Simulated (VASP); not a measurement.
# Sn in VASP: notebook, part 2 of 2

VASP 6.6.1. The steps go on from the part before.

## (4) Single point, RPBE

This run uses another cell than the first one, of 28.89 Å³/atom.

File INCAR:

```
SYSTEM = Sn
ALGO     = Normal         ! electronic algorithm
EDIFF    = 1E-7           ! SCF threshold, eV
ENCUT    = 520            ! plane-wave cutoff, eV
GGA      = RP             ! functional
ISIF     = 2              ! what is computed and relaxed
ISMEAR   = -1             ! smearing method
LASPH    = .TRUE.         ! aspherical terms in the spheres
LCHARG   = .TRUE.         ! write CHGCAR
LELF     = .TRUE.         ! ELF
LREAL    = .FALSE.        ! projectors in reciprocal space
LVHAR    = .TRUE.       
LWAVE    = .FALSE.        ! write WAVECAR
NBANDS   = 13             ! bands
NELM     = 100            ! most SCF steps
PREC     = Accurate       ! precision mode
SIGMA    = 0.05           ! smearing width, eV
```

File KPOINTS:

```
k-points
0
G
  11 11 11
  0 0 0
```

File POSCAR:

```
Sn
1.0
   -1.7411778345      1.7412119549      2.3823993880
    1.7411778345     -1.7412119549      2.3823993880
    1.7411778345      1.7412119549     -2.3823993880
Sn
1
Direct
    0.0000000000      0.0000000000      0.0000000000
```

Potentials or basis: VASP PAW PBE potentials, release 64 (Sn_d).

The run is started by

```bash
$ cat potpaw_PBE.64/Sn_d/POTCAR > POTCAR
$ mpirun -np 1 vasp_std > vasp.out
```

OUTCAR:

```text
SYSTEM = Sn
   EDIFF = 1E-7
   ENCUT = 520
   GGA = RP
   ISIF = 2
   ISMEAR = -1
   LASPH = .TRUE.
   LREAL = .FALSE.
   NELM = 100
   PREC = Accurate

 ion  position               nearest neighbor table
   1  0.000  0.000  0.000-

  LATTYP: Found a body centered orthorhombic cell.
 ALAT       =     3.4823556690
 B/A-ratio  =     1.0000195962
 C/A-ratio  =     1.3682688470

  Lattice vectors:

 A1 = (  -1.7411778345,   1.7412119549,   2.3823993880)
 A2 = (   1.7411778345,  -1.7412119549,   2.3823993880)
 A3 = (   1.7411778345,   1.7412119549,  -2.3823993880)

Analysis of symmetry for initial positions (statically):
=====================================================================
 Subroutine PRICEL returns:
 Original cell was already a primitive cell.

 Routine SETGRP: Setting up the symmetry group for a
 body centered orthorhombic supercell.

 Subroutine GETGRP returns: Found  8 space group operations
 (whereof  8 operations were pure point group operations)
 out of a pool of  8 trial point group operations.

The static configuration has the point symmetry D_2h.

Analysis of symmetry for dynamics (positions and initial velocities):
=====================================================================
 Subroutine PRICEL returns:
 Original cell was already a primitive cell.

 Routine SETGRP: Setting up the symmetry group for a
 body centered orthorhombic supercell.

 Subroutine GETGRP returns: Found  8 space group operations
 (whereof  8 operations were pure point group operations)
 out of a pool of  8 trial point group operations.

The dynamic configuration has the point symmetry D_2h.

 Subroutine INISYM returns: Found  8 space group operations
 (whereof  8 operations are pure point group operations),
 and found     1 'primitive' translations

----------------------------------------------------------------------------------------

                                     Primitive cell

  volume of cell :      28.8914

  direct lattice vectors                    reciprocal lattice vectors
    -1.741177834  1.741211955  2.382399388     0.000000000  0.287156310  0.209872451
     1.741177834 -1.741211955  2.382399388     0.287161937  0.000000000  0.209872451
     1.741177834  1.741211955 -2.382399388     0.287161937  0.287156310  0.000000000

  length of vectors
     3.426272927  3.426272927  3.426272927     0.355675684  0.355680227  0.406104327

  position of ions in fractional coordinates (direct lattice)
     0.000000000  0.000000000  0.000000000

  ion indices of the primitive-cell ions
   primitive index   ion index
                 1           1

----------------------------------------------------------------------------------------

 KPOINTS: k-points

Automatic generation of k-mesh.
 Grid dimensions read from file:
 generate k-points for:   11   11   11

 Generating k-lattice:

  Cartesian coordinates                     Fractional coordinates (reciprocal lattice)
     0.000000000  0.026105119  0.019079314     0.090909091 -0.000000000  0.000000000
     0.026105631  0.000000000  0.019079314    -0.000000000  0.090909091  0.000000000
     0.026105631  0.026105119  0.000000000    -0.000000000  0.000000000  0.090909091

  Length of vectors
     0.032334153  0.032334566  0.036918575

  Shift w.r.t. Gamma in fractional coordinates (k-lattice)
     0.000000000  0.000000000  0.000000000

 Subroutine IBZKPT returns following result:
 ===========================================

 Found    216 irreducible k-points:

 Following reciprocal coordinates:
            Coordinates               Weight
  0.000000  0.000000  0.000000      1.000000
  0.090909 -0.000000  0.000000      4.000000
  0.181818 -0.000000  0.000000      4.000000
  0.272727  0.000000  0.000000      4.000000
  0.363636 -0.000000  0.000000      4.000000
  0.454545  0.000000  0.000000      4.000000
[... 16 lines left out ...]
  0.454545  0.181818 -0.000000      8.000000
 -0.454545  0.181818  0.000000      8.000000
 [... further k-points ...]
   k-points           NKPTS =    216   k-points in BZ     NKDIM =    216   number of bands    NBANDS=     13
   number of dos      NEDOS =    301   number of ions     NIONS =      1
   total plane-waves  NPLWV =  21952
   dimension x,y,z NGX =    28 NGY =   28 NGZ =   28
   dimension x,y,z NGXF=    56 NGYF=   56 NGZF=   56
   ions per type =               1
   NGX,Y,Z   is equivalent  to a cutoff of  13.59, 13.59, 13.59 a.u.
   NGXF,Y,Z  is equivalent  to a cutoff of  27.17, 27.17, 27.17 a.u.
 SYSTEM =  Sn
   PREC   = accura    normal or accurate (medium, high low for compatibility)
   ISTART =      0    job   : 0-new  1-cont  2-samecut
   ICHARG =      2    charge: 1-file 2-atom 10-const
   ISPIN  =      1    spin polarized calculation?
   LNONCOLLINEAR =      F non collinear calculations
   LSORBIT =      F    spin-orbit coupling
   LASPH  =      T    aspherical Exc in radial PAW
   ENCUT  =  520.0 eV  38.22 Ry    6.18 a.u.   6.37  6.37  6.37*2*pi/ulx,y,z
   NELM   =    100;   NELMIN=  2; NELMDL= -5     # of ELM steps
   EDIFF  = 0.1E-06   stopping-criterion for ELM
   LREAL  =      F    real-space projection
   EDIFFG = 0.1E-05   stopping-criterion for IOM
   NSW    =      0    number of steps for IOM
   IBRION =     -1    ionic relax: 0-MD 1-quasi-New 2-CG
   NFREE  =      0    steps in history (QN), initial steepest desc. (CG)
   ISIF   =      2    stress and relaxation
   ISYM   =      2    0-nonsym 1-usesym 2-fastsym
   POTIM  = 0.5000    time-step for ionic-motion
   TEBEG  =    0.0;   TEEND  =   0.0 temperature during run
   PSTRESS=    0.0 pullay stress
   NELECT =      14.0000    total number of electrons
   NUPDOWN=      -1.0000    fix difference up-down
   EMIN   =  10.00;   EMAX   =-10.00  energy-range for DOS
   EFERMI =   0.00;   METHOD = LEGACY
   ISMEAR =    -1;   SIGMA  =   0.05  broadening in eV -4-tet -1-fermi 0-gaus
   EFERMI_NEDOS =   21; number of points for ismear=-14 and -15
   IALGO  =     38    algorithm
   IMIX   =      4    mixing-type and parameters
     AMIX     =   0.40;   BMIX     =  1.00
     AMIX_MAG =   1.60;   BMIX_MAG =  1.00
  volume/ion in A,a.u.               =      28.89       194.97
  Fermi-wavevector in a.u.,A,eV,Ry     =   1.285862  2.429927 22.496436  1.653441
  Thomas-Fermi vector in A             =   2.417971
   LORBIT       =      0    0 simple, 1 ext, 2 COOP (PROOUT), +10 PAW based schemes
   GGA     = RP    functional components
   LHFCALC =     F    Hartree Fock is set to
   AEXX    =    0.0000 exact exchange contribution
   IVDW    =     0    specifies the selected vdW correction
   LEPSILON=     F    determine dielectric tensor
   LRPA    =     F    only Hartree local field effects (RPA)
 non-spin polarized calculation
  energy-cutoff  :      520.00
  volume of cell :       28.89
 maximum number of plane-waves:       801
 NGX is ok and might be reduce to    28
   NGX = 13   NGY = 13   NGZ = 13

 number of electron      13.9999995 magnetization

 Free energy of the ion-electron system (eV)
  ---------------------------------------------------
  ext. energy  EPLUGINS =         0.00000000
  ---------------------------------------------------
  free energy    TOTEN  =        -3.43064900 eV

  energy without entropy =       -3.42714196  energy(sigma->0) =       -3.42889548

 E-fermi :   7.5427     XC(G=0):  -9.9987

 val. band max:        7.5232007403   @ k =  -0.3636  -0.3636   0.3636
 cond. band min:       7.5938912667   @ k =   0.3636  -0.3636   0.1818
 fundamental gap:      0.0706905264
 Fermi energy:         7.5427135904

 k-point     1 :       0.0000    0.0000    0.0000
  band No.  band energies     occupation
      1     -14.0743      2.00000
      2     -14.0743      2.00000
      3     -14.0594      2.00000
      4     -14.0189      2.00000
      5     -13.9972      2.00000
      6      -3.1516      2.00000
      7      14.7654      0.00000
      8      14.8167      0.00000
      9      14.8171      0.00000
     10      18.0303      0.00000
     11      18.9309      0.00000
     12      18.9314      0.00000
     13      19.0856      0.00000
[... 353 lines left out ...]
 k-point    24 :      -0.4545    0.1818    0.0000
  band No.  band energies     occupation
      1     -14.0855      2.00000
      2     -14.0469      2.00000
      3     -14.0223      2.00000
      4     -13.9809      2.00000
      5     -13.9434      2.00000
      6       0.3135      2.00000
      7       5.2941      2.00000
      8      10.0473      0.00000
      9      11.5290      0.00000
     10      14.7469      0.00000
     11      19.6677      0.00000
     12      20.7398      0.00000
     13      21.8315      0.00000

 [... further k-points ...]

------------------------ aborting loop because EDIFF is reached ----------------------------------------

  FORCE on cell =-STRESS in cart. coord.  units (eV):
  Direction    XX          YY          ZZ          XY          YZ          ZX
  --------------------------------------------------------------------------------------
  -------------------------------------------------------------------------------------
  Total       -0.0100451     -0.0102880     -0.0046534      0.0000000      0.0000000      0.0000000
  in kB       -0.5570543     -0.5705240     -0.2580560      0.0000000      0.0000000      0.0000000
  external PRESSURE =      -0.4618781 kB  Pullay stress =       0.0000000 kB

 VOLUME and BASIS-vectors are now :
 -----------------------------------------------------------------------------
  energy-cutoff  :      520.00
  volume of cell :       28.89
      direct lattice vectors                 reciprocal lattice vectors
    -1.741177834  1.741211955  2.382399388     0.000000000  0.287156310  0.209872451
     1.741177834 -1.741211955  2.382399388     0.287161937  0.000000000  0.209872451
     1.741177834  1.741211955 -2.382399388     0.287161937  0.287156310  0.000000000

 POSITION                                       TOTAL-FORCE (eV/Angst)
 -----------------------------------------------------------------------------------
      0.00000      0.00000      0.00000        -0.000000      0.000000      0.000000
 -----------------------------------------------------------------------------------
    total drift:                                0.000000     -0.000000     -0.000000

  FREE ENERGIE OF THE ION-ELECTRON SYSTEM (eV)
  ---------------------------------------------------
  free  energy   TOTEN  =        -3.4306490010 eV

  energy  without entropy=       -3.4271419573  energy(sigma->0) =       -3.42889548
```

Run time: 72 s. Hardware: 1 thread of Intel Xeon Platinum 8259CL at 2.50GHz (Skylake/Cascade Lake), shared host; peak memory 0.21 GiB.

What came out:

* Free energy: -3.4306 eV
* Pressure: 0.0 GPa
* Band gap on the k mesh: zero (bands 7 and 8 overlap by 8.96 eV)

Levels at points of the mesh, in eV from the Fermi level:
```csv
k point,band 3,band 4,band 5,band 6,band 7,band 8,band 9,band 10,band 11,band 12
"(0.00, 0.00, 0.00)",-21.60,-21.56,-21.54,-10.69,7.22,7.27,7.27,10.49,11.39,11.39
```

Caveat: the PAW data sets were made with another functional, which shifts forces and pressure a little; spin-orbit coupling is left out, which moves the levels of the heavy elements.

## (5) Summary

```csv
level,cell,gap on the mesh (eV),pressure (GPa)
PBEsol,"a = 3.245 Å, angles 118.8, 118.8, 92.0°, 1 atom",none,4.9
revPBE,"a = 3.416 Å, angles 118.8, 118.9, 92.0°, 1 atom",none,0.0
RPBE,"a = 3.426 Å, angles 118.9, 118.9, 91.9°, 1 atom",none,0.0
```

Alike in all rows: task single point; potentials or basis VASP PAW PBE potentials, release 64 (Sn_d); no spin polarisation; k mesh 11 × 11 × 11; cutoff (eV) 520; smearing fermi-dirac 0.05 eV.

Caveats: the PAW data sets were made with another functional, which shifts forces and pressure a little; spin-orbit coupling is left out, which moves the levels of the heavy elements; the cell stands under pressure (at least some runs).

Absolute energies hang on the potentials; compare differences alone.
